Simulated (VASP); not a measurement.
Wanted: the native input for a VASP 6.6.1 run.

```
Task                   : single point
Functional             : PBE
Potentials or basis    : VASP PAW PBE potentials, release 64 (Sr_sv, Ca_sv, I)
Cutoff                 : 520 eV
k mesh                 : 6 × 6 × 4
Occupations            : gaussian, width 0.1 eV
Spin                   : no spin polarisation
Dipole correction      : no
Further INCAR settings : ALGO = Normal; EDIFF = 1e-07; NBANDS = 25
```

The structure of SrCaI2 lies in POSCAR:

```
SrCaI2
1.0
    4.0674073833      0.0000000000      0.0000000000
    0.0000000000      4.0674073833      0.0000000000
    0.0000000000      0.0000000000      8.0915425259
Sr Ca I
1 1 2
Direct
    0.0000000000      0.0000000000      0.5000000000
    0.0000000000      0.0000000000      0.0000000000
    0.5000000000      0.5000000000      0.2469531064
    0.5000000000      0.5000000000      0.7530468936
```

The input as run:

INCAR

```
SYSTEM = SrCaI2
  PREC = Accurate
  ENCUT = 520
  EDIFF = 1E-7
  ISMEAR = 0
  SIGMA = 0.1
  LREAL = .FALSE.
  LASPH = .TRUE.
  NELM = 100
  ALGO = Normal
  ISIF = 2
  LWAVE = .FALSE.
  LCHARG = .TRUE.
  GGA = PE
  LELF = .TRUE.
  LVHAR = .TRUE.
  NBANDS = 25
```

KPOINTS

```
Automatic mesh
0
G
  6 6 4
  0 0 0
```

Potentials or basis: VASP PAW PBE potentials, release 64 (Sr_sv, Ca_sv, I).

Command:

```console
$ cat potpaw_PBE.64/Sr_sv/POTCAR potpaw_PBE.64/Ca_sv/POTCAR potpaw_PBE.64/I/POTCAR > POTCAR
$ mpirun -np 1 vasp_std > vasp.out
```

It gave:

* Pressure: 0.3 GPa
* Band gap on the k mesh: zero (band 17 reaches 6.77 eV, above the bottom of band 18 at 5.67 eV)

Caveat: spin-orbit coupling is left out, which moves the levels of the heavy elements.

It took 58 s on 1 thread of AMD EPYC 7R13 Processor (Zen 3), on a shared host, peak memory 0.26 GiB.
